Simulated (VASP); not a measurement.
# Ir (Fm-3m) in VASP: notebook, part 2 of 2

VASP 6.6.1. The steps go on from the part before.

## 3. Single point, LDA

INCAR reads:

```
ALGO = Normal
EDIFF = 1E-6
ENCUT = 520
GGA = CA
ISIF = 2
ISMEAR = -1
LASPH = True
LCHARG = False
LREAL = False
LWAVE = False
NBANDS = 10
NELM = 60
PREC = Accurate
SIGMA = 0.05
```

KPOINTS reads:

```
k-points
0
Gamma
  9 9 9
```

POSCAR reads:

```
Ir
1.0
    0.0000000000      1.9156000000      1.9156000000
    1.9156000000      0.0000000000      1.9156000000
    1.9156000000      1.9156000000      0.0000000000
Ir
1
Direct
    0.0000000000      0.0000000000      0.0000000000
```

Potentials or basis: VASP PAW LDA potentials, release 64 (Ir).

On the command line:

```
> cat potpaw_LDA.64/Ir/POTCAR > POTCAR
> mpirun -np 1 vasp_std > vasp.out
```

OUTCAR:

```text
EDIFF = 1E-6
   ENCUT = 520
   GGA = CA
   ISIF = 2
   ISMEAR = -1
   LASPH = True
   LREAL = False
   NELM = 60
   PREC = Accurate

 ion  position               nearest neighbor table
   1  0.000  0.000  0.000-

  LATTYP: Found a face centered cubic cell.
 ALAT       =     3.8312000000

  Lattice vectors:

 A1 = (   0.0000000000,   1.9156000000,   1.9156000000)
 A2 = (   1.9156000000,   0.0000000000,   1.9156000000)
 A3 = (   1.9156000000,   1.9156000000,   0.0000000000)

Analysis of symmetry for initial positions (statically):
[... 5 lines left out ...]
 face centered cubic supercell.

 Subroutine GETGRP returns: Found 48 space group operations
 (whereof 48 operations were pure point group operations)
 out of a pool of 48 trial point group operations.

The static configuration has the point symmetry O_h .

Analysis of symmetry for dynamics (positions and initial velocities):
[... 5 lines left out ...]
 face centered cubic supercell.

 Subroutine GETGRP returns: Found 48 space group operations
 (whereof 48 operations were pure point group operations)
 out of a pool of 48 trial point group operations.

The dynamic configuration has the point symmetry O_h .

 Subroutine INISYM returns: Found 48 space group operations
 (whereof 48 operations are pure point group operations),
 and found     1 'primitive' translations

----------------------------------------------------------------------------------------

                                     Primitive cell

  volume of cell :      14.0587

  direct lattice vectors                    reciprocal lattice vectors
     0.000000000  1.915600000  1.915600000    -0.261014826  0.261014826  0.261014826
     1.915600000  0.000000000  1.915600000     0.261014826 -0.261014826  0.261014826
     1.915600000  1.915600000  0.000000000     0.261014826  0.261014826 -0.261014826

  length of vectors
     2.709067500  2.709067500  2.709067500     0.452090940  0.452090940  0.452090940

  position of ions in fractional coordinates (direct lattice)
     0.000000000  0.000000000  0.000000000

[... 87 lines left out ...]
   NUPDOWN=      -1.0000    fix difference up-down
   EMIN   =  10.00;   EMAX   =-10.00  energy-range for DOS
[... 5 lines left out ...]
     AMIX     =   0.40;   BMIX     =  1.00
     AMIX_MAG =   1.60;   BMIX_MAG =  1.00
  volume/ion in A,a.u.               =      14.06        94.87
  Fermi-wavevector in a.u.,A,eV,Ry     =   1.410937  2.666284 27.085691  1.990742
  Thomas-Fermi vector in A             =   2.532839
   LORBIT       =      0    0 simple, 1 ext, 2 COOP (PROOUT), +10 PAW based schemes
   GGA     = CA    functional components
   LHFCALC =     F    Hartree Fock is set to
   AEXX    =    0.0000 exact exchange contribution
   IVDW    =     0    specifies the selected vdW correction
   LEPSILON=     F    determine dielectric tensor
   LRPA    =     F    only Hartree local field effects (RPA)
 non-spin polarized calculation
  energy-cutoff  :      520.00
  volume of cell :       14.06
 maximum number of plane-waves:       385
   NGX =  9   NGY =  9   NGZ =  9

 number of electron       9.0000000 magnetization

 Free energy of the ion-electron system (eV)
  ---------------------------------------------------
  ext. energy  EPLUGINS =         0.00000000
  ---------------------------------------------------
  free energy    TOTEN  =       -10.34945442 eV

  energy without entropy =      -10.34554040  energy(sigma->0) =      -10.34749741

 E-fermi :  10.3283     XC(G=0): -14.1769

 val. band max:       10.1820719629   @ k =   0.3333   0.0000   0.0000
 cond. band min:      10.3791539092   @ k =  -0.4444   0.4444   0.1111
 fundamental gap:      0.1970819463
 Fermi energy:        10.3282835958

 k-point     1 :       0.0000    0.0000    0.0000
  band No.  band energies     occupation
      1      -0.7520      2.00000
      2       6.4669      2.00000
      3       6.4669      2.00000
      4       6.4669      2.00000
      5       9.2060      2.00000
      6       9.2060      2.00000
      7      24.7644      0.00000
      8      30.3238      0.00000
      9      30.3238      0.00000
     10      30.3238      0.00000
[... 287 lines left out ...]
 k-point    24 :       0.4444    0.4444    0.0000
  band No.  band energies     occupation
      1       2.5023      2.00000
      2       3.0697      2.00000
      3      11.2279      0.00000
      4      11.3927      0.00000
      5      11.6007      0.00000
      6      11.6007      0.00000
      7      22.0330      0.00000
      8      22.6358      0.00000
      9      22.6358      0.00000
     10      31.5513      0.00000

 [... further k-points ...]
[... 5 lines left out ...]
  --------------------------------------------------------------------------------------
  -------------------------------------------------------------------------------------
  Total       -0.3761201     -0.3761201     -0.3761201      0.0000000     -0.0000000      0.0000000
  in kB      -42.8639898    -42.8639898    -42.8639898      0.0000000     -0.0000000      0.0000000
  external PRESSURE =     -42.8639898 kB  Pullay stress =       0.0000000 kB

 VOLUME and BASIS-vectors are now :
 -----------------------------------------------------------------------------
  energy-cutoff  :      520.00
  volume of cell :       14.06
      direct lattice vectors                 reciprocal lattice vectors
     0.000000000  1.915600000  1.915600000    -0.261014826  0.261014826  0.261014826
     1.915600000  0.000000000  1.915600000     0.261014826 -0.261014826  0.261014826
     1.915600000  1.915600000  0.000000000     0.261014826  0.261014826 -0.261014826

 POSITION                                       TOTAL-FORCE (eV/Angst)
 -----------------------------------------------------------------------------------
      0.00000      0.00000      0.00000         0.000000      0.000000      0.000000
 -----------------------------------------------------------------------------------
    total drift:                                0.000000     -0.000000     -0.000000

  FREE ENERGIE OF THE ION-ELECTRON SYSTEM (eV)
  ---------------------------------------------------
  free  energy   TOTEN  =       -10.3494544232 eV

  energy  without entropy=      -10.3455403958  energy(sigma->0) =      -10.34749741
```

Wall time 2.6 s (1 thread of Intel Xeon 6975P-C (Granite Rapids), shared host); peak memory 0.12 GiB.

What came out:

```yaml
Free_energy: -10.3495 eV
Pressure: -4.3 GPa
```

Caveat: spin-orbit coupling is left out, which moves the levels of the heavy elements.

## 4. Single point, LDA

This run uses another cell than the first one, of 13.82 Å³/atom, 0.983 times its volume.

INCAR reads:

```
ALGO = Normal
EDIFF = 1E-7
ENCUT = 520
GGA = CA
ISIF = 2
ISMEAR = -1
LASPH = T
LCHARG = F
LREAL = F
LWAVE = F
NBANDS = 10
NELM = 60
PREC = Accurate
SIGMA = 0.05
```

KPOINTS is that of step 3.

POSCAR reads:

```
Ir
1.0
    0.0000000000      1.9046258994      1.9046258994
    1.9046258994      0.0000000000      1.9046258994
    1.9046258994      1.9046258994      0.0000000000
Ir
1
Direct
    0.0000000000      0.0000000000      0.0000000000
```

Potentials or basis: VASP PAW LDA potentials, release 64 (Ir).

On the command line:

```
> cat potpaw_LDA.64/Ir/POTCAR > POTCAR
> mpirun -np 1 vasp_std > vasp.out
```

OUTCAR:

```text
EDIFF = 1E-7
   ENCUT = 520
   GGA = CA
   ISIF = 2
   ISMEAR = -1
   LASPH = T
   LREAL = F
   NELM = 60
   PREC = Accurate

 ion  position               nearest neighbor table
   1  0.000  0.000  0.000-

  LATTYP: Found a face centered cubic cell.
 ALAT       =     3.8092517988

  Lattice vectors:

 A1 = (   0.0000000000,   1.9046258994,   1.9046258994)
 A2 = (   1.9046258994,   0.0000000000,   1.9046258994)
 A3 = (   1.9046258994,   1.9046258994,   0.0000000000)

Analysis of symmetry for initial positions (statically):
[... 5 lines left out ...]
 face centered cubic supercell.

 Subroutine GETGRP returns: Found 48 space group operations
 (whereof 48 operations were pure point group operations)
 out of a pool of 48 trial point group operations.

The static configuration has the point symmetry O_h .

Analysis of symmetry for dynamics (positions and initial velocities):
[... 5 lines left out ...]
 face centered cubic supercell.

 Subroutine GETGRP returns: Found 48 space group operations
 (whereof 48 operations were pure point group operations)
 out of a pool of 48 trial point group operations.

The dynamic configuration has the point symmetry O_h .

 Subroutine INISYM returns: Found 48 space group operations
 (whereof 48 operations are pure point group operations),
 and found     1 'primitive' translations

----------------------------------------------------------------------------------------

                                     Primitive cell

  volume of cell :      13.8184

  direct lattice vectors                    reciprocal lattice vectors
     0.000000000  1.904625899  1.904625899    -0.262518745  0.262518745  0.262518745
     1.904625899  0.000000000  1.904625899     0.262518745 -0.262518745  0.262518745
     1.904625899  1.904625899  0.000000000     0.262518745  0.262518745 -0.262518745

  length of vectors
     2.693547778  2.693547778  2.693547778     0.454695804  0.454695804  0.454695804

  position of ions in fractional coordinates (direct lattice)
     0.000000000  0.000000000  0.000000000

  ion indices of the primitive-cell ions
   primitive index   ion index
                 1           1

[... 84 lines left out ...]
   EMIN   =  10.00;   EMAX   =-10.00  energy-range for DOS
[... 5 lines left out ...]
     AMIX     =   0.40;   BMIX     =  1.00
     AMIX_MAG =   1.60;   BMIX_MAG =  1.00
  volume/ion in A,a.u.               =      13.82        93.25
  Fermi-wavevector in a.u.,A,eV,Ry     =   1.419066  2.681646 27.398716  2.013749
  Thomas-Fermi vector in A             =   2.540126
   LORBIT       =      0    0 simple, 1 ext, 2 COOP (PROOUT), +10 PAW based schemes
   GGA     = CA    functional components
   LHFCALC =     F    Hartree Fock is set to
   AEXX    =    0.0000 exact exchange contribution
   IVDW    =     0    specifies the selected vdW correction
   LEPSILON=     F    determine dielectric tensor
   LRPA    =     F    only Hartree local field effects (RPA)
 non-spin polarized calculation
  energy-cutoff  :      520.00
  volume of cell :       13.82
 maximum number of plane-waves:       380
   NGX =  9   NGY =  9   NGZ =  9

 number of electron       9.0000001 magnetization

 Free energy of the ion-electron system (eV)
  ---------------------------------------------------
  ext. energy  EPLUGINS =         0.00000000
  ---------------------------------------------------
  free energy    TOTEN  =       -10.35062803 eV

  energy without entropy =      -10.34683397  energy(sigma->0) =      -10.34873100

 E-fermi :  10.6372     XC(G=0): -14.2767

 val. band max:       10.4858630769   @ k =   0.3333   0.0000   0.0000
 cond. band min:      10.6869562745   @ k =  -0.4444   0.4444   0.1111
 fundamental gap:      0.2010931977
 Fermi energy:        10.6372221189

 k-point     1 :       0.0000    0.0000    0.0000
  band No.  band energies     occupation
      1      -0.6300      2.00000
      2       6.6706      2.00000
      3       6.6706      2.00000
      4       6.6706      2.00000
      5       9.4854      2.00000
      6       9.4854      2.00000
      7      25.0345      0.00000
      8      30.6986      0.00000
      9      30.6986      0.00000
     10      30.6986      0.00000
[... 287 lines left out ...]
 k-point    24 :       0.4444    0.4444    0.0000
  band No.  band energies     occupation
      1       2.6104      2.00000
      2       3.1868      2.00000
      3      11.5664      0.00000
      4      11.6990      0.00000
      5      11.9490      0.00000
      6      11.9490      0.00000
      7      22.5888      0.00000
      8      23.0410      0.00000
      9      23.0410      0.00000
     10      32.0870      0.00000

 [... further k-points ...]
[... 5 lines left out ...]
  --------------------------------------------------------------------------------------
  -------------------------------------------------------------------------------------
  Total        0.2273597      0.2273597      0.2273597     -0.0000000      0.0000000      0.0000000
  in kB       26.3611904     26.3611904     26.3611904     -0.0000000      0.0000000      0.0000000
  external PRESSURE =      26.3611904 kB  Pullay stress =       0.0000000 kB

 VOLUME and BASIS-vectors are now :
 -----------------------------------------------------------------------------
  energy-cutoff  :      520.00
  volume of cell :       13.82
      direct lattice vectors                 reciprocal lattice vectors
     0.000000000  1.904625899  1.904625899    -0.262518745  0.262518745  0.262518745
     1.904625899  0.000000000  1.904625899     0.262518745 -0.262518745  0.262518745
     1.904625899  1.904625899  0.000000000     0.262518745  0.262518745 -0.262518745

 POSITION                                       TOTAL-FORCE (eV/Angst)
 -----------------------------------------------------------------------------------
      0.00000      0.00000      0.00000         0.000000      0.000000     -0.000000
 -----------------------------------------------------------------------------------
    total drift:                                0.000000      0.000000     -0.000000

  FREE ENERGIE OF THE ION-ELECTRON SYSTEM (eV)
  ---------------------------------------------------
  free  energy   TOTEN  =       -10.3506280312 eV

  energy  without entropy=      -10.3468339676  energy(sigma->0) =      -10.34873100
```

OSZICAR:

```text
N       E                     dE             d eps       ncg     rms          rms(c)
DAV:   1     0.490719420462E+02    0.49072E+02   -0.43189E+03   716   0.828E+02
DAV:   2    -0.100159942194E+02   -0.59088E+02   -0.55821E+02   716   0.202E+02
DAV:   3    -0.109471030802E+02   -0.93111E+00   -0.92865E+00   848   0.313E+01
DAV:   4    -0.109563181105E+02   -0.92150E-02   -0.92134E-02   812   0.288E+00
DAV:   5    -0.109564964160E+02   -0.17831E-03   -0.17830E-03   828   0.377E-01    0.167E+01
DAV:   6    -0.104537750626E+02    0.50272E+00   -0.86058E-01   784   0.115E+01    0.666E+00
DAV:   7    -0.103582160362E+02    0.95559E-01   -0.25943E-01   864   0.574E+00    0.144E+00
DAV:   8    -0.103552761174E+02    0.29399E-02   -0.17367E-03   764   0.429E-01    0.110E+00
DAV:   9    -0.103506405480E+02    0.46356E-02   -0.22193E-03   784   0.704E-01    0.386E-02
DAV:  10    -0.103506276625E+02    0.12885E-04   -0.12376E-05  1038   0.355E-02    0.863E-03
DAV:  11    -0.103506280303E+02   -0.36775E-06   -0.15079E-06   770   0.911E-03    0.867E-04
DAV:  12    -0.103506280312E+02   -0.94531E-09   -0.17808E-08   484   0.115E-03
   1 F= -.10350628E+02 E0= -.10348731E+02  d E =-.379406E-02
```

It took 3.9 s on 1 thread of Intel Xeon 6975P-C (Granite Rapids), shared host; peak memory 0.12 GiB.

What came out:

* Free energy: -10.3506 eV
* Pressure: 2.6 GPa

Caveat: spin-orbit coupling is left out, which moves the levels of the heavy elements.

## 5. Overview

| task | level | potentials or basis | cell | k mesh | cutoff (eV) | gap on the mesh (eV) | pressure (GPa) |
| --- | --- | --- | --- | --- | --- | --- | --- |
| relaxation of cell and atoms | BLYP+D4 | VASP PAW PBE potentials, release 64 (Ir) | relaxed from a = 2.709 Å, angles 60.0°, 1 atom | 12 × 12 × 12 | 600 | none | 0.1 |
| single point | LDA | VASP PAW LDA potentials, release 64 (Ir) | a = 2.709 Å, angles 60.0°, 1 atom | 9 × 9 × 9 | 520 | none | -4.3 |
| single point | LDA | VASP PAW LDA potentials, release 64 (Ir) | a = 2.694 Å, angles 60.0°, 1 atom | 9 × 9 × 9 | 520 | none | 2.6 |

Alike in all rows: no spin polarisation; smearing fermi-dirac 0.05 eV.

Caveats: spin-orbit coupling is left out, which moves the levels of the heavy elements; the PAW data sets were made with another functional, which shifts forces and pressure a little (some runs); pairwise dispersion overbinds metals, which lowers pressure and volume (some runs).

Total energies depend on the potentials used, so only differences within one code and one set of settings carry meaning.
